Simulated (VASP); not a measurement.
# InP in VASP: single point with PBE+D3(BJ)

Aim: the single point of InP with PBE+D3(BJ).

Everything below comes from runs of VASP 6.6.1. Logs are shortened: lines on timing, memory, paths and dates and some standing lists are left out, and cuts for length are marked.

## (1) The cell of the first run

The cell holds a slab with vacuum, 12 atoms: a = 8.335 Å, b = 5.894 Å, c = 22.167 Å, α = 90.00°, β = 90.00°, γ = 90.00°.

## (2) Single point, PBE+D3(BJ)

File INCAR:

```
SYSTEM = InP
ALGO     = Normal         ! electronic algorithm
DIPOL    = 0.5 0.5 0.455
EDIFF    = 1E-6           ! SCF threshold, eV
ENCUT    = 520            ! plane-wave cutoff, eV
GGA      = PE             ! functional
IDIPOL   = 3            
ISIF     = 2              ! what is computed and relaxed
ISMEAR   = 0              ! smearing method
IVDW     = 12             ! dispersion correction
LASPH    = .True.         ! aspherical terms in the spheres
LCHARG   = .False.        ! write CHGCAR
LDIPOL   = .True.       
LREAL    = .False.        ! projectors in reciprocal space
LWAVE    = .False.        ! write WAVECAR
NBANDS   = 66             ! bands
NELM     = 100            ! most SCF steps
PREC     = Accurate       ! precision mode
SIGMA    = 0.05           ! smearing width, eV
```

File KPOINTS:

```
k-points
0
Gamma
  2 3 1
  0 0 0
```

File POSCAR:

```
InP
1.0
    8.3347933365      0.0000000000      0.0000000000
    0.0000000000      5.8935888880      0.0000000000
    0.0000000000      0.0000000000     22.1673966682
In P
6 6
Direct
    0.2500000000      0.5000000000      0.3608903707
    0.7500000000      0.5000000000      0.3608903707
    0.4958397101      0.0485490823      0.4644178542
    0.0041602899      0.0485490823      0.4644178542
    0.7500000000      0.4868141691      0.5279522514
    0.2500000000      0.5274970258      0.5421115523
    0.5000000000      0.2500000000      0.3608903707
    0.0000000000      0.2500000000      0.3608903707
    0.7500000000      0.7995909140      0.4470120161
    0.2500000000      0.7916251513      0.4465108985
   -0.0000214868      0.2769061261      0.5604724571
    0.5000214868      0.2769061261      0.5604724571
```

Potentials or basis: VASP PAW PBE potentials, release 64 (In_d, P).

On the command line:

```
> cat potpaw_PBE.64/In_d/POTCAR potpaw_PBE.64/P/POTCAR > POTCAR
> mpirun -np 1 vasp_std > vasp.out
```

OUTCAR:

```text
SYSTEM = InP
   EDIFF = 1E-6
   ENCUT = 520
   GGA = PE
   ISIF = 2
   ISMEAR = 0
   IVDW = 12
   LASPH = .True.
   LREAL = .False.
   NELM = 100
   PREC = Accurate
 IVDW          = 12

 ion  position               nearest neighbor table
   1  0.250  0.500  0.361-   7 2.55   8 2.55  10 2.56   6 4.02
   2  0.750  0.500  0.361-   7 2.55   8 2.55   9 2.60   5 3.70
   3  0.496  0.049  0.464-  12 2.52  10 2.58   7 2.58   9 2.61   5 3.63   6 3.89
   4  0.004  0.049  0.464-  11 2.52  10 2.58   8 2.58   9 2.61   5 3.63   6 3.89
   5  0.750  0.487  0.528-  11 2.53  12 2.53   9 2.57   4 3.63   3 3.63   2 3.70
   6  0.250  0.527  0.542-  11 2.59  12 2.59  10 2.63   4 3.89   3 3.89   1 4.02
   7  0.500  0.250  0.361-   1 2.55   2 2.55   3 2.58
   8  0.000  0.250  0.361-   1 2.55   2 2.55   4 2.58
   9  0.750  0.800  0.447-   5 2.57   2 2.60   4 2.61   3 2.61
  10  0.250  0.792  0.447-   1 2.56   3 2.58   4 2.58   6 2.63
  11  1.000  0.277  0.560-   4 2.52   5 2.53   6 2.59
  12  0.500  0.277  0.560-   3 2.52   5 2.53   6 2.59

  LATTYP: Found a simple orthorhombic cell.
 ALAT       =     5.8935888880
 B/A-ratio  =     1.4142135624
 C/A-ratio  =     3.7612729848

  Lattice vectors:

 A1 = (   0.0000000000,  -5.8935888880,   0.0000000000)
 A2 = (   8.3347933365,   0.0000000000,   0.0000000000)
 A3 = (   0.0000000000,   0.0000000000,  22.1673966682)

Analysis of symmetry for initial positions (statically):
=====================================================================
 Subroutine PRICEL returns:
 Original cell was already a primitive cell.

 Routine SETGRP: Setting up the symmetry group for a
 simple orthorhombic supercell.

 Subroutine GETGRP returns: Found  2 space group operations
 (whereof  1 operations were pure point group operations)
 out of a pool of  8 trial point group operations.

The static configuration has the point symmetry C_1 .
 The point group associated with its full space group is C_1h.

Analysis of symmetry for dynamics (positions and initial velocities):
=====================================================================
 Subroutine PRICEL returns:
 Original cell was already a primitive cell.

 Routine SETGRP: Setting up the symmetry group for a
 simple orthorhombic supercell.

 Subroutine GETGRP returns: Found  2 space group operations
 (whereof  1 operations were pure point group operations)
 out of a pool of  8 trial point group operations.

The dynamic configuration has the point symmetry C_1 .
 The point group associated with its full space group is C_1h.

 Subroutine INISYM returns: Found  2 space group operations
 (whereof  1 operations are pure point group operations),
 and found     1 'primitive' translations

----------------------------------------------------------------------------------------

                                     Primitive cell

  volume of cell :    1088.9034

  direct lattice vectors                    reciprocal lattice vectors
     8.334793337  0.000000000  0.000000000     0.119978980  0.000000000  0.000000000
     0.000000000  5.893588888  0.000000000     0.000000000  0.169675900  0.000000000
     0.000000000  0.000000000 22.167396668     0.000000000  0.000000000  0.045111296

  length of vectors
     8.334793337  5.893588888 22.167396668     0.119978980  0.169675900  0.045111296

  position of ions in fractional coordinates (direct lattice)
     0.250000000  0.500000000  0.360890371
     0.750000000  0.500000000  0.360890371
     0.495839710  0.048549082  0.464417854
     0.004160290  0.048549082  0.464417854
     0.750000000  0.486814169  0.527952251
     0.250000000  0.527497026  0.542111552
     0.500000000  0.250000000  0.360890371
     0.000000000  0.250000000  0.360890371
     0.750000000  0.799590914  0.447012016
     0.250000000  0.791625151  0.446510899
     0.999978513  0.276906126  0.560472457
     0.500021487  0.276906126  0.560472457

  ion indices of the primitive-cell ions
   primitive index   ion index
                 1           1
                 2           2
                 3           3
                 4           4
                 5           5
                 6           6
                 7           7
                 8           8
                 9           9
                10          10
                11          11
                12          12

----------------------------------------------------------------------------------------

 KPOINTS: k-points

Automatic generation of k-mesh.
 Grid dimensions read from file:
 generate k-points for:    2    3    1

 Generating k-lattice:

  Cartesian coordinates                     Fractional coordinates (reciprocal lattice)
     0.059989490  0.000000000  0.000000000     0.500000000  0.000000000  0.000000000
     0.000000000  0.056558633  0.000000000     0.000000000  0.333333333  0.000000000
     0.000000000  0.000000000  0.045111296     0.000000000  0.000000000  1.000000000

  Length of vectors
     0.059989490  0.056558633  0.045111296

  Shift w.r.t. Gamma in fractional coordinates (k-lattice)
     0.000000000  0.000000000  0.000000000

 Subroutine IBZKPT returns following result:
 ===========================================

 Found      4 irreducible k-points:

 Following reciprocal coordinates:
            Coordinates               Weight
  0.000000  0.000000  0.000000      1.000000
  0.500000  0.000000  0.000000      1.000000
  0.000000  0.333333  0.000000      2.000000
  0.500000  0.333333  0.000000      2.000000
   k-points           NKPTS =      4   k-points in BZ     NKDIM =      4   number of bands    NBANDS=     66
   number of dos      NEDOS =    301   number of ions     NIONS =     12
   total plane-waves  NPLWV = 516096
   dimension x,y,z NGX =    64 NGY =   48 NGZ =  168
   dimension x,y,z NGXF=   128 NGYF=   96 NGZF=  336
   ions per type =               6   6
   NGX,Y,Z   is equivalent  to a cutoff of  12.77, 13.54, 12.60 a.u.
   NGXF,Y,Z  is equivalent  to a cutoff of  25.53, 27.08, 25.20 a.u.
 SYSTEM =  InP
   PREC   = accura    normal or accurate (medium, high low for compatibility)
   ISTART =      0    job   : 0-new  1-cont  2-samecut
   ICHARG =      2    charge: 1-file 2-atom 10-const
   ISPIN  =      1    spin polarized calculation?
   LNONCOLLINEAR =      F non collinear calculations
   LSORBIT =      F    spin-orbit coupling
   LASPH  =      T    aspherical Exc in radial PAW
   ENCUT  =  520.0 eV  38.22 Ry    6.18 a.u.  15.50 10.96 41.22*2*pi/ulx,y,z
   NELM   =    100;   NELMIN=  2; NELMDL= -5     # of ELM steps
   EDIFF  = 0.1E-05   stopping-criterion for ELM
   LREAL  =      F    real-space projection
   EDIFFG = 0.1E-04   stopping-criterion for IOM
   NSW    =      0    number of steps for IOM
   IBRION =     -1    ionic relax: 0-MD 1-quasi-New 2-CG
   NFREE  =      0    steps in history (QN), initial steepest desc. (CG)
   ISIF   =      2    stress and relaxation
   ISYM   =      2    0-nonsym 1-usesym 2-fastsym
   POTIM  = 0.5000    time-step for ionic-motion
   TEBEG  =    0.0;   TEEND  =   0.0 temperature during run
   PSTRESS=    0.0 pullay stress
   NELECT =     108.0000    total number of electrons
   NUPDOWN=      -1.0000    fix difference up-down
   EMIN   =  10.00;   EMAX   =-10.00  energy-range for DOS
   EFERMI =   0.00;   METHOD = LEGACY
   ISMEAR =     0;   SIGMA  =   0.05  broadening in eV -4-tet -1-fermi 0-gaus
   EFERMI_NEDOS =   21; number of points for ismear=-14 and -15
   IALGO  =     38    algorithm
   IMIX   =      4    mixing-type and parameters
     AMIX     =   0.40;   BMIX     =  1.00
     AMIX_MAG =   1.60;   BMIX_MAG =  1.00
  volume/ion in A,a.u.               =      90.74       612.36
  Fermi-wavevector in a.u.,A,eV,Ry     =   0.757797  1.432029  7.813234  0.574257
  Thomas-Fermi vector in A             =   1.856224
   LORBIT       =      0    0 simple, 1 ext, 2 COOP (PROOUT), +10 PAW based schemes
   GGA     = PE    functional components
   LHFCALC =     F    Hartree Fock is set to
   AEXX    =    0.0000 exact exchange contribution
   IVDW    =    12    specifies the selected vdW correction
   LEPSILON=     F    determine dielectric tensor
   LRPA    =     F    only Hartree local field effects (RPA)
 non-spin polarized calculation
 Gauss-broadening in eV      SIGMA  =   0.05
  energy-cutoff  :      520.00
  volume of cell :     1088.90
 maximum number of plane-waves:     29390
 NGX is ok and might be reduce to    64
   NGX = 31   NGY = 21   NGZ = 83

 number of electron     108.0000010 magnetization

 dipolmoment           0.000000      0.000000      0.065564 electrons x Angstroem

 Free energy of the ion-electron system (eV)
  ---------------------------------------------------
  ext. energy  EPLUGINS =         0.00000000
  ---------------------------------------------------
  free energy    TOTEN  =       -45.53307907 eV

  energy without entropy =      -45.53307907  energy(sigma->0) =      -45.53307907

 E-fermi :  -1.8365     XC(G=0):  -3.2712

 val. band max:       -2.0786924626   @ k =   0.0000   0.0000   0.0000
 cond. band min:      -1.5969052073   @ k =   0.0000   0.0000   0.0000
 fundamental gap:      0.4817872553
 Fermi energy:        -1.8365311646

 k-point     1 :       0.0000    0.0000    0.0000
  band No.  band energies     occupation
      1     -16.5508      2.00000
      2     -16.5390      2.00000
      3     -16.5018      2.00000
      4     -16.4975      2.00000
      5     -16.4503      2.00000
      6     -16.4125      2.00000
[... 58 lines left out ...]
     65       1.4377      0.00000
     66       1.9982      0.00000

 k-point     2 :       0.5000    0.0000    0.0000
  band No.  band energies     occupation
      1     -16.5444      2.00000
      2     -16.5442      2.00000
      3     -16.5041      2.00000
      4     -16.4813      2.00000
      5     -16.4461      2.00000
      6     -16.4279      2.00000
[... 58 lines left out ...]
     65       2.2518      0.00000
     66       2.2535      0.00000

 k-point     3 :       0.0000    0.3333    0.0000
  band No.  band energies     occupation
      1     -16.5563      2.00000
      2     -16.5298      2.00000
      3     -16.4994      2.00000
      4     -16.4976      2.00000
      5     -16.4464      2.00000
      6     -16.4153      2.00000
[... 58 lines left out ...]
     65       1.8808      0.00000
     66       2.0088      0.00000

 k-point     4 :       0.5000    0.3333    0.0000
  band No.  band energies     occupation
      1     -16.5440      2.00000
      2     -16.5430      2.00000
      3     -16.5034      2.00000
      4     -16.4818      2.00000
      5     -16.4421      2.00000
      6     -16.4226      2.00000
[... 58 lines left out ...]
     65       2.3958      0.00000
     66       2.4735      0.00000

------------------------ aborting loop because EDIFF is reached ----------------------------------------

 vacuum level on the upper side and lower side of the slab       (xc-potential included)        -0.038        -0.275

 Edisp (eV)   -2.31242

 E8    (eV) :    -1.0759

  FORCE on cell =-STRESS in cart. coord.  units (eV):
  Direction    XX          YY          ZZ          XY          YZ          ZX
  --------------------------------------------------------------------------------------
  -------------------------------------------------------------------------------------
  Total      -4.21092    -6.00133     1.32912     0.00000     1.04359     0.00000
  in kB      -6.19581    -8.83016     1.95562     0.00000     1.53551     0.00000
  external pressure =       -4.36 kB  Pullay stress =        0.00 kB

 VOLUME and BASIS-vectors are now :
 -----------------------------------------------------------------------------
  energy-cutoff  :      520.00
  volume of cell :     1088.90
      direct lattice vectors                 reciprocal lattice vectors
     8.334793337  0.000000000  0.000000000     0.119978980  0.000000000  0.000000000
     0.000000000  5.893588888  0.000000000     0.000000000  0.169675900  0.000000000
     0.000000000  0.000000000 22.167396668     0.000000000  0.000000000  0.045111296

 POSITION                                       TOTAL-FORCE (eV/Angst)
 -----------------------------------------------------------------------------------
      2.08370      2.94679      8.00000         0.000000     -0.849591      0.725040
      6.25110      2.94679      8.00000         0.000000     -0.647909      0.783489
      4.13272      0.28613     10.29493        -0.018449      0.091437     -0.421501
      0.03468      0.28613     10.29493         0.018449      0.091437     -0.421501
      6.25110      2.86908     11.70333         0.000000     -0.072171     -0.130410
      2.08370      3.10885     12.01720         0.000000     -0.770279     -0.928187
      4.16740      1.47340      8.00000         0.009554      0.461445     -0.941224
      0.00000      1.47340      8.00000        -0.009554      0.461445     -0.941224
      6.25110      4.71246      9.90909         0.000000      0.235917      0.275347
      2.08370      4.66551      9.89798         0.000000      0.348609      0.710917
      8.33461      1.63197     12.42422         0.111257      0.324829      0.644627
      4.16758      1.63197     12.42422        -0.111257      0.324829      0.644627
 -----------------------------------------------------------------------------------
    total drift:                                0.000000     -0.000383     -0.003828

  FREE ENERGIE OF THE ION-ELECTRON SYSTEM (eV)
  ---------------------------------------------------
  free  energy   TOTEN  =       -47.8454965568 eV

  energy  without entropy=      -47.8454965568  energy(sigma->0) =      -47.84549656

 vacuum level on the upper side and lower side of the slab         2.793         2.553
```

It took 21 min on 1 thread of AMD EPYC 7R13, shared host; peak memory 0.99 GiB.

What came out:

* Free energy: -47.8455 eV
* Largest force: 1.206 eV/Å
* Band gap on the k mesh: 0.48 eV, direct
* Dispersion energy per atom: -0.193 eV

Forces on the atoms (eV/Å):
```
In   0.000 -0.850  0.725
In   0.000 -0.648  0.783
In  -0.018  0.091 -0.422
In   0.018  0.091 -0.422
In   0.000 -0.072 -0.130
In   0.000 -0.770 -0.928
P    0.010  0.461 -0.941
P   -0.010  0.461 -0.941
P    0.000  0.236  0.275
P    0.000  0.349  0.711
P    0.111  0.325  0.645
P   -0.111  0.325  0.645
```

Caveat: spin-orbit coupling is left out, which moves the levels of the heavy elements.
